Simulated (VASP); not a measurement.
# Si (Fd-3m) in VASP: relaxation of cell and atoms with PBE

Aim: the relaxation of cell and atoms of Si with PBE.

All numbers are computed with VASP 6.6.1; they aren't measurements. Logs are shortened: lines on timing, memory, paths and dates and some standing lists are left out, and cuts for length are marked.

**1. The cell of the first run**

Symmetry: Fd-3m, No. 227, cubic system. The conventional cell has a = 5.444 Å, b = 5.444 Å, c = 5.444 Å, α = 90.00°, β = 90.00°, γ = 90.00°. Si (site symmetry -43m) has 4 Si at 2.36 Å within 3.1 Å.

**2. Relaxation of cell and atoms, PBE**

Input file INCAR:

```
SYSTEM = Si
PREC = Accurate
ENCUT = 600
EDIFF = 1E-6
ISMEAR = 0
SIGMA = 0.02
LREAL = .FALSE.
LASPH = .TRUE.
NELM = 100
ALGO = Normal
ISIF = 3
LWAVE = .FALSE.
LCHARG = .FALSE.
GGA = PE
IBRION = 2
NSW = 100
EDIFFG = -0.002
```

Input file KPOINTS:

```
regular mesh
0
G
  8 8 8
  0 0 0
```

Input file POSCAR:

```
Si
1.0
    0.0000000000      2.7218511900      2.7218511900
    2.7218511900      0.0000000000      2.7218511900
    2.7218511900      2.7218511900      0.0000000000
Si
2
Direct
    0.7500000000      0.7500000000      0.7500000000
    0.5000000000      0.5000000000      0.5000000000
```

Potentials or basis: VASP PAW PBE potentials, release 64 (Si).

The run is started by

```bash
$ cat potpaw_PBE.64/Si/POTCAR > POTCAR
$ mpirun -np 1 vasp_std > vasp.out
```

OUTCAR:

```text
SYSTEM = Si
   PREC = Accurate
   ENCUT = 600
   EDIFF = 1E-6
   ISMEAR = 0
   LREAL = .FALSE.
   LASPH = .TRUE.
   NELM = 100
   ISIF = 3
   GGA = PE
   IBRION = 2
   NSW = 100
   EDIFFG = -0.002

 ion  position               nearest neighbor table
   1  0.750  0.750  0.750-   2 2.36   2 2.36   2 2.36   2 2.36
   2  0.500  0.500  0.500-   1 2.36   1 2.36   1 2.36   1 2.36

  LATTYP: Found a face centered cubic cell.
 ALAT       =     5.4437023800

  Lattice vectors:

 A1 = (   0.0000000000,   2.7218511900,   2.7218511900)
 A2 = (   2.7218511900,   0.0000000000,   2.7218511900)
 A3 = (   2.7218511900,   2.7218511900,   0.0000000000)

Analysis of symmetry for initial positions (statically):
=====================================================================
 Subroutine PRICEL returns:
 Original cell was already a primitive cell.

 Routine SETGRP: Setting up the symmetry group for a
 face centered cubic supercell.

 Subroutine GETGRP returns: Found 48 space group operations
 (whereof 24 operations were pure point group operations)
 out of a pool of 48 trial point group operations.

The static configuration has the point symmetry T_d .
 The point group associated with its full space group is O_h .

Analysis of symmetry for dynamics (positions and initial velocities):
=====================================================================
 Subroutine PRICEL returns:
 Original cell was already a primitive cell.

 Routine SETGRP: Setting up the symmetry group for a
 face centered cubic supercell.

 Subroutine GETGRP returns: Found 48 space group operations
 (whereof 24 operations were pure point group operations)
 out of a pool of 48 trial point group operations.

The dynamic configuration has the point symmetry T_d .
 The point group associated with its full space group is O_h .

 Subroutine INISYM returns: Found 48 space group operations
 (whereof 24 operations are pure point group operations),
 and found     1 'primitive' translations

----------------------------------------------------------------------------------------

                                     Primitive cell

  volume of cell :      40.3295

  direct lattice vectors                    reciprocal lattice vectors
     0.000000000  2.721851190  2.721851190    -0.183698507  0.183698507  0.183698507
     2.721851190  0.000000000  2.721851190     0.183698507 -0.183698507  0.183698507
     2.721851190  2.721851190  0.000000000     0.183698507  0.183698507 -0.183698507

  length of vectors
     3.849278868  3.849278868  3.849278868     0.318175147  0.318175147  0.318175147

  position of ions in fractional coordinates (direct lattice)
     0.750000000  0.750000000  0.750000000
     0.500000000  0.500000000  0.500000000

  ion indices of the primitive-cell ions
   primitive index   ion index
                 1           1
                 2           2

----------------------------------------------------------------------------------------

 KPOINTS: regular mesh

Automatic generation of k-mesh.
 Grid dimensions read from file:
 generate k-points for:    8    8    8

 Generating k-lattice:

  Cartesian coordinates                     Fractional coordinates (reciprocal lattice)
    -0.022962313  0.022962313  0.022962313     0.125000000  0.000000000  0.000000000
     0.022962313 -0.022962313  0.022962313     0.000000000  0.125000000  0.000000000
     0.022962313  0.022962313 -0.022962313     0.000000000  0.000000000  0.125000000

  Length of vectors
     0.039771893  0.039771893  0.039771893

  Shift w.r.t. Gamma in fractional coordinates (k-lattice)
     0.000000000  0.000000000  0.000000000

 Subroutine IBZKPT returns following result:
 ===========================================

 Found     29 irreducible k-points:

 Following reciprocal coordinates:
            Coordinates               Weight
  0.000000  0.000000  0.000000      1.000000
  0.125000  0.000000  0.000000      8.000000
  0.250000  0.000000  0.000000      8.000000
  0.375000  0.000000  0.000000      8.000000
  0.500000  0.000000  0.000000      4.000000
  0.125000  0.125000  0.000000      6.000000
[... 16 lines left out ...]
  0.500000  0.250000  0.125000     48.000000
 -0.375000  0.250000  0.125000     24.000000
 [... further k-points ...]
   k-points           NKPTS =     29   k-points in BZ     NKDIM =     29   number of bands    NBANDS=      8
   number of dos      NEDOS =    301   number of ions     NIONS =      2
   total plane-waves  NPLWV =  32768
   dimension x,y,z NGX =    32 NGY =   32 NGZ =   32
   dimension x,y,z NGXF=    64 NGYF=   64 NGZF=   64
   ions per type =               2
   NGX,Y,Z   is equivalent  to a cutoff of  13.82, 13.82, 13.82 a.u.
   NGXF,Y,Z  is equivalent  to a cutoff of  27.64, 27.64, 27.64 a.u.
 SYSTEM =  Si
   PREC   = accura    normal or accurate (medium, high low for compatibility)
   ISTART =      0    job   : 0-new  1-cont  2-samecut
   ICHARG =      2    charge: 1-file 2-atom 10-const
   ISPIN  =      1    spin polarized calculation?
   LNONCOLLINEAR =      F non collinear calculations
   LSORBIT =      F    spin-orbit coupling
   LASPH  =      T    aspherical Exc in radial PAW
   ENCUT  =  600.0 eV  44.10 Ry    6.64 a.u.   7.69  7.69  7.69*2*pi/ulx,y,z
   NELM   =    100;   NELMIN=  2; NELMDL= -5     # of ELM steps
   EDIFF  = 0.1E-05   stopping-criterion for ELM
   LREAL  =      F    real-space projection
   EDIFFG = -.2E-02   stopping-criterion for IOM
   NSW    =    100    number of steps for IOM
   IBRION =      2    ionic relax: 0-MD 1-quasi-New 2-CG
   NFREE  =      1    steps in history (QN), initial steepest desc. (CG)
   ISIF   =      3    stress and relaxation
   ISYM   =      2    0-nonsym 1-usesym 2-fastsym
   POTIM  = 0.5000    time-step for ionic-motion
   TEBEG  =    0.0;   TEEND  =   0.0 temperature during run
   PSTRESS=    0.0 pullay stress
   NELECT =       8.0000    total number of electrons
   NUPDOWN=      -1.0000    fix difference up-down
   EMIN   =  10.00;   EMAX   =-10.00  energy-range for DOS
   EFERMI =   0.00;   METHOD = LEGACY
   ISMEAR =     0;   SIGMA  =   0.02  broadening in eV -4-tet -1-fermi 0-gaus
   EFERMI_NEDOS =   21; number of points for ismear=-14 and -15
   IALGO  =     38    algorithm
   IMIX   =      4    mixing-type and parameters
     AMIX     =   0.40;   BMIX     =  1.00
     AMIX_MAG =   1.60;   BMIX_MAG =  1.00
  volume/ion in A,a.u.               =      20.16       136.08
  Fermi-wavevector in a.u.,A,eV,Ry     =   0.954766  1.804247 12.402783  0.911579
  Thomas-Fermi vector in A             =   2.083543
   LORBIT       =      0    0 simple, 1 ext, 2 COOP (PROOUT), +10 PAW based schemes
   GGA     = PE    functional components
   LHFCALC =     F    Hartree Fock is set to
   AEXX    =    0.0000 exact exchange contribution
   IVDW    =     0    specifies the selected vdW correction
   LEPSILON=     F    determine dielectric tensor
   LRPA    =     F    only Hartree local field effects (RPA)
 conjugate gradient relaxation of ions
 non-spin polarized calculation
 Gauss-broadening in eV      SIGMA  =   0.02
  energy-cutoff  :      600.00
  volume of cell :       40.33
 maximum number of plane-waves:      1365
   NGX = 15   NGY = 15   NGZ = 15

--------------------------------------- Ionic step        1  -------------------------------------------

 number of electron       8.0000000 magnetization

 Free energy of the ion-electron system (eV)
  ---------------------------------------------------
  ext. energy  EPLUGINS =         0.00000000
  ---------------------------------------------------
  free energy    TOTEN  =       -10.84401565 eV

  energy without entropy =      -10.84401565  energy(sigma->0) =      -10.84401565

------------------------ aborting loop because EDIFF is reached ----------------------------------------

  FORCE on cell =-STRESS in cart. coord.  units (eV):
  Direction    XX          YY          ZZ          XY          YZ          ZX
  --------------------------------------------------------------------------------------
  -------------------------------------------------------------------------------------
  Total        0.3204475      0.3204475      0.3204475     -0.0000000      0.0000000     -0.0000000
  in kB       12.7304690     12.7304690     12.7304690     -0.0000000      0.0000000     -0.0000000
  external PRESSURE =      12.7304690 kB  Pullay stress =       0.0000000 kB
[... 57 lines left out ...]
  energy  without entropy=      -10.8452117632  energy(sigma->0) =      -10.84521176

--------------------------------------- Ionic step        3  -------------------------------------------

 number of electron       8.0000000 magnetization

 Free energy of the ion-electron system (eV)
  ---------------------------------------------------
  ext. energy  EPLUGINS =         0.00000000
  ---------------------------------------------------
  free energy    TOTEN  =       -10.84619238 eV

  energy without entropy =      -10.84619238  energy(sigma->0) =      -10.84619238

 E-fermi :   5.7252     XC(G=0):  -9.3260

 val. band max:        5.6176254384   @ k =   0.0000   0.0000   0.0000
 cond. band min:       6.2680679313   @ k =   0.3750   0.3750   0.0000
 fundamental gap:      0.6504424929
 Fermi energy:         5.7251800011

 k-point     1 :       0.0000    0.0000    0.0000
  band No.  band energies     occupation
      1      -6.1973      2.00000
      2       5.6176      2.00000
      3       5.6176      2.00000
      4       5.6176      2.00000
      5       8.1739      0.00000
      6       8.1739      0.00000
      7       8.1739      0.00000
      8       8.7521      0.00000
[... 243 lines left out ...]
 k-point    24 :      -0.3750    0.2500    0.1250
  band No.  band energies     occupation
      1      -3.3886      2.00000
      2      -1.0898      2.00000
      3       2.2300      2.00000
      4       3.5068      2.00000
      5       8.6416      0.00000
      6       8.7640      0.00000
      7      11.4647      0.00000
      8      12.6843      0.00000

 [... further k-points ...]
[... 5 lines left out ...]
  --------------------------------------------------------------------------------------
  -------------------------------------------------------------------------------------
  Total        0.0015123      0.0015123      0.0015123      0.0000000      0.0000000      0.0000000
  in kB        0.0592617      0.0592617      0.0592617      0.0000000      0.0000000      0.0000000
  external PRESSURE =       0.0592617 kB  Pullay stress =       0.0000000 kB
[... 17 lines left out ...]
  FREE ENERGIE OF THE ION-ELECTRON SYSTEM (eV)
  ---------------------------------------------------
  free  energy   TOTEN  =       -10.8461923847 eV

  energy  without entropy=      -10.8461923847  energy(sigma->0) =      -10.84619238

 reached required accuracy - stopping structural energy minimisation
```

Wall time 18 s (1 thread of AMD EPYC 7R13 (Zen 3), shared host); peak memory 0.14 GiB.

Results:

```
Free energy                            : -10.8462 eV
Relaxed volume                         : 20.44 Å³/atom
Relaxed cell                           : a = 3.867 Å, b = 3.867 Å, c = 3.867 Å, α = 60.00°, β = 60.00°, γ = 60.00°
Space group after relaxing (to 0.05 Å) : Fd-3m (No. 227)
Energy gained by relaxing              : 1.1 meV/atom
Ionic steps                            : 3
Pressure after relaxing                : 0.0 GPa
Band gap on the k mesh                 : 0.65 eV, indirect (least direct gap 2.56 eV)
```

Step by step:
```
step  energy change (eV)  largest force (eV/Å)  pressure (GPa)  volume (Å³)
   1              0.0000                0.0000            1.27        40.33
   2             -0.0012                0.0000           -0.81        41.27
   3             -0.0022                0.0000            0.01        40.89
```

Final structure:
```
CELL_PARAMETERS angstrom
0.00000 2.73434 2.73434
2.73434 0.00000 2.73434
2.73434 2.73434 0.00000
ATOMIC_POSITIONS crystal
Si 0.75000 0.75000 0.75000
Si 0.50000 0.50000 0.50000
```

Levels at points of the mesh, in eV from the valence-band top:
```csv
k point,band 1,band 2,band 3,band 4,band 5,band 6,band 7,band 8
"(0.00, 0.00, 0.00)",-11.81,0.00,0.00,0.00,2.56,2.56,2.56,3.13
"(0.50, 0.00, 0.00)",-9.54,-6.87,-1.18,-1.18,1.47,3.35,3.35,7.70
"(0.50, 0.50, 0.00)",-7.75,-7.75,-2.79,-2.79,0.75,0.75,9.94,9.94
```

A k mesh can miss the band edges.
